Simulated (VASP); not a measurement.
# Pd (Fm-3m) in VASP: notebook

Runs on Pd. Level: PBE. Tasks: single point.

Program: VASP 6.6.1. These are calculated values, not measurements. Logs are shortened: lines on timing, memory, paths and dates and some standing lists are left out, and cuts for length are marked.

### Step 1. The cell of the first run

It takes space group Fm-3m (No. 225, cubic). Conventional cell: a = 3.890 Å, b = 3.890 Å, c = 3.890 Å, α = 90.00°, β = 90.00°, γ = 90.00°. Within 3.6 Å of Pd (site symmetry m-3m) lie 12 Pd at 2.75 Å.

### Step 2. Single point, PBE

INCAR reads:

```
SYSTEM = Pd
PREC     = Accurate       ! precision mode
ENCUT    = 520            ! plane-wave cutoff, eV
EDIFF    = 1E-6           ! SCF threshold, eV
ISMEAR   = -1             ! smearing method
SIGMA    = 0.05           ! smearing width, eV
LREAL    = .FALSE.        ! projectors in reciprocal space
LASPH    = .TRUE.         ! aspherical terms in the spheres
NELM     = 80             ! most SCF steps
ALGO     = Normal         ! electronic algorithm
ISIF     = 2              ! what is computed and relaxed
LWAVE    = .FALSE.        ! write WAVECAR
LCHARG   = .FALSE.        ! write CHGCAR
GGA      = PE             ! functional
NBANDS   = 11             ! bands
```

KPOINTS reads:

```
Automatic mesh
0
G
  18 18 18
  0 0 0
```

POSCAR reads:

```
Pd
1.0
    0.0000000000      1.9449000000      1.9449000000
    1.9449000000      0.0000000000      1.9449000000
    1.9449000000      1.9449000000      0.0000000000
Pd
1
Direct
    0.0000000000      0.0000000000      0.0000000000
```

Potentials or basis: VASP PAW PBE potentials, release 64 (Pd).

The run is started by

```
> cat potpaw_PBE.64/Pd/POTCAR > POTCAR
> mpirun -np 1 vasp_std > vasp.out
```

OUTCAR:

```text
SYSTEM = Pd
   PREC = Accurate
   ENCUT = 520
   EDIFF = 1E-6
   ISMEAR = -1
   LREAL = .FALSE.
   LASPH = .TRUE.
   NELM = 80
   ISIF = 2
   GGA = PE

 ion  position               nearest neighbor table
   1  0.000  0.000  0.000-

  LATTYP: Found a face centered cubic cell.
 ALAT       =     3.8898000000

  Lattice vectors:

 A1 = (   0.0000000000,   1.9449000000,   1.9449000000)
 A2 = (   1.9449000000,   0.0000000000,   1.9449000000)
 A3 = (   1.9449000000,   1.9449000000,   0.0000000000)

Analysis of symmetry for initial positions (statically):
=====================================================================
 Subroutine PRICEL returns:
 Original cell was already a primitive cell.

 Routine SETGRP: Setting up the symmetry group for a
 face centered cubic supercell.

 Subroutine GETGRP returns: Found 48 space group operations
 (whereof 48 operations were pure point group operations)
 out of a pool of 48 trial point group operations.

The static configuration has the point symmetry O_h .

Analysis of symmetry for dynamics (positions and initial velocities):
=====================================================================
 Subroutine PRICEL returns:
 Original cell was already a primitive cell.

 Routine SETGRP: Setting up the symmetry group for a
 face centered cubic supercell.

 Subroutine GETGRP returns: Found 48 space group operations
 (whereof 48 operations were pure point group operations)
 out of a pool of 48 trial point group operations.

The dynamic configuration has the point symmetry O_h .

 Subroutine INISYM returns: Found 48 space group operations
 (whereof 48 operations are pure point group operations),
 and found     1 'primitive' translations

----------------------------------------------------------------------------------------

                                     Primitive cell

  volume of cell :      14.7137

  direct lattice vectors                    reciprocal lattice vectors
     0.000000000  1.944900000  1.944900000    -0.257082626  0.257082626  0.257082626
     1.944900000  0.000000000  1.944900000     0.257082626 -0.257082626  0.257082626
     1.944900000  1.944900000  0.000000000     0.257082626  0.257082626 -0.257082626

  length of vectors
     2.750503957  2.750503957  2.750503957     0.445280171  0.445280171  0.445280171

  position of ions in fractional coordinates (direct lattice)
     0.000000000  0.000000000  0.000000000

  ion indices of the primitive-cell ions
   primitive index   ion index
                 1           1

----------------------------------------------------------------------------------------

 KPOINTS: Automatic mesh

Automatic generation of k-mesh.
 Grid dimensions read from file:
 generate k-points for:   18   18   18

 Generating k-lattice:

  Cartesian coordinates                     Fractional coordinates (reciprocal lattice)
    -0.014282368  0.014282368  0.014282368     0.055555556  0.000000000  0.000000000
     0.014282368 -0.014282368  0.014282368     0.000000000  0.055555556  0.000000000
     0.014282368  0.014282368 -0.014282368     0.000000000  0.000000000  0.055555556

  Length of vectors
     0.024737787  0.024737787  0.024737787

  Shift w.r.t. Gamma in fractional coordinates (k-lattice)
     0.000000000  0.000000000  0.000000000

 Subroutine IBZKPT returns following result:
 ===========================================

 Found    195 irreducible k-points:

 Following reciprocal coordinates:
            Coordinates               Weight
  0.000000  0.000000  0.000000      1.000000
  0.055556  0.000000  0.000000      8.000000
  0.111111  0.000000  0.000000      8.000000
  0.166667  0.000000  0.000000      8.000000
  0.222222  0.000000  0.000000      8.000000
  0.277778  0.000000  0.000000      8.000000
[... 16 lines left out ...]
 -0.277778  0.055556  0.000000     24.000000
 -0.222222  0.055556  0.000000     24.000000
 [... further k-points ...]
   k-points           NKPTS =    195   k-points in BZ     NKDIM =    195   number of bands    NBANDS=     11
   number of dos      NEDOS =    301   number of ions     NIONS =      1
   total plane-waves  NPLWV =   8000
   dimension x,y,z NGX =    20 NGY =   20 NGZ =   20
   dimension x,y,z NGXF=    40 NGYF=   40 NGZF=   40
   ions per type =               1
   NGX,Y,Z   is equivalent  to a cutoff of  12.09, 12.09, 12.09 a.u.
   NGXF,Y,Z  is equivalent  to a cutoff of  24.18, 24.18, 24.18 a.u.
 SYSTEM =  Pd
   PREC   = accura    normal or accurate (medium, high low for compatibility)
   ISTART =      0    job   : 0-new  1-cont  2-samecut
   ICHARG =      2    charge: 1-file 2-atom 10-const
   ISPIN  =      1    spin polarized calculation?
   LNONCOLLINEAR =      F non collinear calculations
   LSORBIT =      F    spin-orbit coupling
   LASPH  =      T    aspherical Exc in radial PAW
   ENCUT  =  520.0 eV  38.22 Ry    6.18 a.u.   5.11  5.11  5.11*2*pi/ulx,y,z
   NELM   =     80;   NELMIN=  2; NELMDL= -5     # of ELM steps
   EDIFF  = 0.1E-05   stopping-criterion for ELM
   LREAL  =      F    real-space projection
   EDIFFG = 0.1E-04   stopping-criterion for IOM
   NSW    =      0    number of steps for IOM
   IBRION =     -1    ionic relax: 0-MD 1-quasi-New 2-CG
   NFREE  =      0    steps in history (QN), initial steepest desc. (CG)
   ISIF   =      2    stress and relaxation
   ISYM   =      2    0-nonsym 1-usesym 2-fastsym
   POTIM  = 0.5000    time-step for ionic-motion
   TEBEG  =    0.0;   TEEND  =   0.0 temperature during run
   PSTRESS=    0.0 pullay stress
   NELECT =      10.0000    total number of electrons
   NUPDOWN=      -1.0000    fix difference up-down
   EMIN   =  10.00;   EMAX   =-10.00  energy-range for DOS
   EFERMI =   0.00;   METHOD = LEGACY
   ISMEAR =    -1;   SIGMA  =   0.05  broadening in eV -4-tet -1-fermi 0-gaus
   EFERMI_NEDOS =   21; number of points for ismear=-14 and -15
   IALGO  =     38    algorithm
   IMIX   =      4    mixing-type and parameters
     AMIX     =   0.40;   BMIX     =  1.00
     AMIX_MAG =   1.60;   BMIX_MAG =  1.00
  volume/ion in A,a.u.               =      14.71        99.29
  Fermi-wavevector in a.u.,A,eV,Ry     =   1.439354  2.719984 28.187725  2.071739
  Thomas-Fermi vector in A             =   2.558219
   LORBIT       =      0    0 simple, 1 ext, 2 COOP (PROOUT), +10 PAW based schemes
   GGA     = PE    functional components
[... 5 lines left out ...]
 non-spin polarized calculation
  energy-cutoff  :      520.00
  volume of cell :       14.71
 maximum number of plane-waves:       411
   NGX = 11   NGY = 11   NGZ = 11

 number of electron      10.0000000 magnetization

 Free energy of the ion-electron system (eV)
  ---------------------------------------------------
  ext. energy  EPLUGINS =         0.00000000
  ---------------------------------------------------
  free energy    TOTEN  =        -5.21677513 eV

  energy without entropy =       -5.19873639  energy(sigma->0) =       -5.20775576

 E-fermi :   9.8257     XC(G=0): -13.2006

 val. band max:        9.8222074192   @ k =  -0.4444   0.3889   0.1111
 cond. band min:       9.8293708245   @ k =   0.5000   0.4444   0.0000
 fundamental gap:      0.0071634053
 Fermi energy:         9.8256988803

 k-point     1 :       0.0000    0.0000    0.0000
  band No.  band energies     occupation
      1       2.6661      2.00000
      2       6.9739      2.00000
      3       6.9739      2.00000
      4       6.9739      2.00000
      5       8.5908      2.00000
      6       8.5908      2.00000
      7      27.0190      0.00000
      8      31.8107      0.00000
      9      31.8107      0.00000
     10      31.8107      0.00000
     11      36.0387      0.00000

 k-point     2 :       0.0556    0.0000    0.0000
  band No.  band energies     occupation
      1       2.7789      2.00000
      2       6.9335      2.00000
      3       7.0134      2.00000
      4       7.0134      2.00000
      5       8.5717      2.00000
      6       8.5717      2.00000
      7      27.1403      0.00000
      8      31.0493      0.00000
      9      31.9410      0.00000
     10      31.9410      0.00000
     11      36.0863      0.00000

 k-point     3 :       0.1111    0.0000    0.0000
  band No.  band energies     occupation
      1       3.1045      2.00000
      2       6.8327      2.00000
      3       7.1163      2.00000
      4       7.1163      2.00000
      5       8.5316      2.00000
      6       8.5316      2.00000
      7      27.4115      0.00000
      8      29.5104      0.00000
      9      32.3113      0.00000
     10      32.3113      0.00000
     11      36.1154      0.00000

 k-point     4 :       0.1667    0.0000    0.0000
  band No.  band energies     occupation
      1       3.5956      2.00000
      2       6.7389      2.00000
      3       7.2314      2.00000
      4       7.2314      2.00000
      5       8.5259      2.00000
      6       8.5259      2.00000
      7      27.1013      0.00000
      8      28.3351      0.00000
      9      32.8499      0.00000
     10      32.8499      0.00000
     11      36.1153      0.00000

 k-point     5 :       0.2222    0.0000    0.0000
  band No.  band energies     occupation
      1       4.1328      2.00000
      2       6.7929      2.00000
      3       7.2808      2.00000
      4       7.2808      2.00000
      5       8.6335      2.00000
      6       8.6335      2.00000
      7      25.3712      0.00000
      8      28.2024      0.00000
      9      33.3788      0.00000
     10      33.3788      0.00000
     11      35.5942      0.00000
[... 211 lines left out ...]
 k-point    21 :      -0.3889    0.0556    0.0000
  band No.  band energies     occupation
      1       4.6448      2.00000
      2       6.9536      2.00000
      3       7.0470      2.00000
      4       8.8727      2.00000
      5       9.4539      1.99882
      6      10.5182      0.00000
      7      18.8339      0.00000
      8      26.7374      0.00000
      9      30.4982      0.00000
     10      31.8668      0.00000
     11      36.1040      0.00000

 k-point    22 :      -0.3333    0.0556    0.0000
  band No.  band energies     occupation
      1       4.6966      2.00000
      2       7.0584      2.00000
      3       7.1412      2.00000
      4       8.1207      2.00000
      5       9.1178      2.00000
      6       9.8524      0.73888
      7      20.6939      0.00000
      8      27.1595      0.00000
      9      30.9766      0.00000
     10      33.0550      0.00000
     11      35.9101      0.00000

 k-point    23 :      -0.2778    0.0556    0.0000
  band No.  band energies     occupation
      1       4.6580      2.00000
      2       7.1224      2.00000
      3       7.2539      2.00000
      4       7.3500      2.00000
      5       8.7604      2.00000
      6       9.3693      1.99978
      7      22.7323      0.00000
      8      27.6688      0.00000
      9      31.6115      0.00000
     10      34.5233      0.00000
     11      34.9896      0.00000

 k-point    24 :      -0.2222    0.0556    0.0000
  band No.  band energies     occupation
      1       4.3792      2.00000
      2       6.7536      2.00000
      3       7.2998      2.00000
      4       7.3337      2.00000
      5       8.4709      2.00000
      6       8.9995      2.00000
      7      24.7781      0.00000
      8      28.0787      0.00000
      9      32.0661      0.00000
     10      34.4356      0.00000
     11      34.8298      0.00000

 [... further k-points ...]
[... 5 lines left out ...]
  --------------------------------------------------------------------------------------
  -------------------------------------------------------------------------------------
  Total        0.6666604      0.6666604      0.6666604      0.0000000      0.0000000     -0.0000000
  in kB       72.5927731     72.5927731     72.5927731      0.0000000      0.0000000     -0.0000000
  external PRESSURE =      72.5927731 kB  Pullay stress =       0.0000000 kB

 VOLUME and BASIS-vectors are now :
 -----------------------------------------------------------------------------
  energy-cutoff  :      520.00
  volume of cell :       14.71
      direct lattice vectors                 reciprocal lattice vectors
     0.000000000  1.944900000  1.944900000    -0.257082626  0.257082626  0.257082626
     1.944900000  0.000000000  1.944900000     0.257082626 -0.257082626  0.257082626
     1.944900000  1.944900000  0.000000000     0.257082626  0.257082626 -0.257082626

 POSITION                                       TOTAL-FORCE (eV/Angst)
 -----------------------------------------------------------------------------------
      0.00000      0.00000      0.00000         0.000000      0.000000     -0.000000
 -----------------------------------------------------------------------------------
    total drift:                               -0.000000     -0.000000     -0.000000

  FREE ENERGIE OF THE ION-ELECTRON SYSTEM (eV)
  ---------------------------------------------------
  free  energy   TOTEN  =        -5.2167751302 eV

  energy  without entropy=       -5.1987363894  energy(sigma->0) =       -5.20775576
```

Run time: 23 s. Hardware: 1 thread of AMD EPYC 7R13 (Zen 3), shared host; peak memory 0.11 GiB.

What came out:

```yaml
Free_energy: -5.2168 eV
Pressure: 7.3 GPa
Band_gap_on_the_k_mesh: zero (band 5 reaches 10.12 eV, above the bottom of band 6 at 8.53 eV)
```

### Step 3. Single point, PBE

INCAR reads:

```
PREC = Accurate
ENCUT = 520
EDIFF = 1E-6
ISMEAR = -1
SIGMA = 0.05
LREAL = False
LASPH = True
NELM = 60
ALGO = Normal
ISIF = 2
LWAVE = False
LCHARG = False
GGA = PE
NBANDS = 11
```

KPOINTS reads:

```
Automatic mesh
0
Gamma
  18 18 18
```

POSCAR is that of step 2.

Potentials or basis: VASP PAW PBE potentials, release 64 (Pd).

The run is started by

```
> cat potpaw_PBE.64/Pd/POTCAR > POTCAR
> mpirun -np 1 vasp_std > vasp.out
```

Run time: 21 s. Hardware: 1 thread of AMD EPYC 7R13 (Zen 3), shared host; peak memory 0.12 GiB.

The run converged. Its results:

| Quantity | Value |
| --- | --- |
| Free energy | -5.2168 eV |
| Pressure | 7.3 GPa |
| Band gap on the k mesh | zero (band 5 reaches 10.12 eV, above the bottom of band 6 at 8.53 eV) |

Levels at points of the mesh, in eV from the Fermi level:
| k point | band 1 | band 2 | band 3 | band 4 | band 5 | band 6 | band 7 | band 8 | band 9 | band 10 |
| --- | --- | --- | --- | --- | --- | --- | --- | --- | --- | --- |
| (0.00, 0.00, 0.00) | -7.16 | -2.85 | -2.85 | -2.85 | -1.23 | -1.23 | 17.19 | 21.99 | 21.99 | 21.99 |
| (0.50, 0.00, 0.00) | -5.32 | -2.90 | -2.90 | -0.03 | -0.03 | 1.01 | 7.34 | 16.55 | 21.13 | 21.13 |
| (0.50, 0.50, 0.00) | -5.42 | -5.13 | -0.06 | 0.29 | 0.29 | 3.35 | 10.80 | 13.22 | 13.22 | 21.61 |
